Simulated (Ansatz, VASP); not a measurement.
This is a calculation of CoO for VASP 6.6.1.

The input INCAR:

```
ALGO = Normal ; EDIFF = 1E-6
ENCUT = 600 ; GGA = PE
GGA_COMPAT = F ; ISIF = 2
ISMEAR = -1 ; ISPIN = 2
LASPH = T ; LCHARG = T
LELF = T ; LMAXMIX = 4
LORBIT = 11 ; LREAL = F
LVHAR = T ; LWAVE = F
MAGMOM = 2 0 ; NBANDS = 22
NELM = 200 ; PREC = Accurate
SIGMA = 0.05
```

Contents of KPOINTS:

```
k-points
0
Gamma
  10 10 10
```

The input POSCAR:

```
CoO
1.0
    0.0000000000      2.2957989903      2.2957989903
    2.2957989903      0.0000000000      2.2957989903
    2.2957989903      2.2957989903      0.0000000000
Co O
1 1
Direct
    0.0000000000      0.0000000000      0.0000000000
    0.2500000000      0.2500000000      0.2500000000
```

Potentials or basis: VASP PAW PBE potentials, release 64 (Co_sv, O).

Run with:

```console
$ cat potpaw_PBE.64/Co_sv/POTCAR potpaw_PBE.64/O/POTCAR > POTCAR
$ mpirun -np 1 vasp_std > vasp.out
```

**Question.** Translate it to Ansatz 0.2.0. Potentials there: Ansatz PAW.

**Answer.** As run (the cutoff follows the program's own potentials):

Contents of input.yaml:

```yaml
crystal:
  lattice:
    - [0.0, 2.2957989903, 2.2957989903]
    - [2.2957989903, 0.0, 2.2957989903]
    - [2.2957989903, 2.2957989903, 0.0]
  atoms:
    - { symbol: Co, position: [0.0, 0.0, 0.0], spin: 2.0 }
    - { symbol: O, position: [0.25, 0.25, 0.25] }
hamiltonian:
  xc: pbe
  pseudopotentials: { kind: paw }
magnetization:
  spin_polarized: true
kpoints:
  mp_grid: { grid: [10, 10, 10] }
scf:
  occupations: { method: fermi_dirac, width: 0.05 }
output:
  forces: true
  stress: true
  eigenvalues: true
```

Potentials or basis: Ansatz PAW.

Command:

```sh
$ ansatz run input.yaml --threads 1 --pin off --max-ram 3584MiB --backend cpu --events-out ev --progress --plain --runs-dir out
```

Both were run:

|  | VASP | Ansatz | Ansatz less VASP |
| --- | --- | --- | --- |
| gap on the k mesh at the Fermi level (eV) | none | none | - |
| pressure (GPa) | -8.4 | -6.7 | +1.64 |
| net moment per atom (μB) | 1.46 | 1.46 | +0.002 |
| size of the moment on the site where the two differ most (μB) | 2.43 | 2.35 | -0.082 |

Site moments also hang on the region over which each program counts them. A gap of «none» marks a metal or a gap that the smearing closes.
